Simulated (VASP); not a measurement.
A run of VASP 6.6.1 is set up as follows.

Contents of INCAR:

```
SYSTEM = NaCa3Hg
PREC     = Accurate       ! precision mode
ENCUT    = 520            ! plane-wave cutoff, eV
EDIFF    = 1E-7           ! SCF threshold, eV
ISMEAR   = 0              ! smearing method
SIGMA    = 0.1            ! smearing width, eV
LREAL    = .FALSE.        ! projectors in reciprocal space
LASPH    = .TRUE.         ! aspherical terms in the spheres
NELM     = 60             ! most SCF steps
ALGO     = Normal         ! electronic algorithm
ISIF     = 2              ! what is computed and relaxed
LWAVE    = .FALSE.        ! write WAVECAR
LCHARG   = .FALSE.        ! write CHGCAR
GGA      = PE             ! functional
NBANDS   = 32             ! bands
```

The input KPOINTS:

```
Automatic mesh
0
G
  4 4 4
  0 0 0
```

POSCAR

```
NaCa3Hg
1.0
    5.9713405304      0.0000000000      0.0000000000
    0.0000000000      5.9713405304      0.0000000000
    0.0000000000      0.0000000000      5.9713405304
Na Ca Hg
1 3 1
Direct
    0.0000000000      0.0000000000      0.0000000000
    0.0000000000      0.5000000000      0.5000000000
    0.5000000000      0.0000000000      0.5000000000
    0.5000000000      0.5000000000      0.0000000000
    0.5000000000      0.5000000000      0.5000000000
```

Potentials or basis: VASP PAW PBE potentials, release 64 (Na_pv, Ca_sv, Hg).

The run is started by

```console
$ cat potpaw_PBE.64/Na_pv/POTCAR potpaw_PBE.64/Ca_sv/POTCAR potpaw_PBE.64/Hg/POTCAR > POTCAR
$ mpirun -np 1 vasp_std > vasp.out
```

(1) Estimate the pressure.

(2) What does it give for the band gap on the k mesh?

Answers

(1) 0.0 GPa.

(2) zero (an odd number of electrons rules out a gap without spin polarisation).

Caveat: spin-orbit coupling is left out, which moves the levels of the heavy elements.
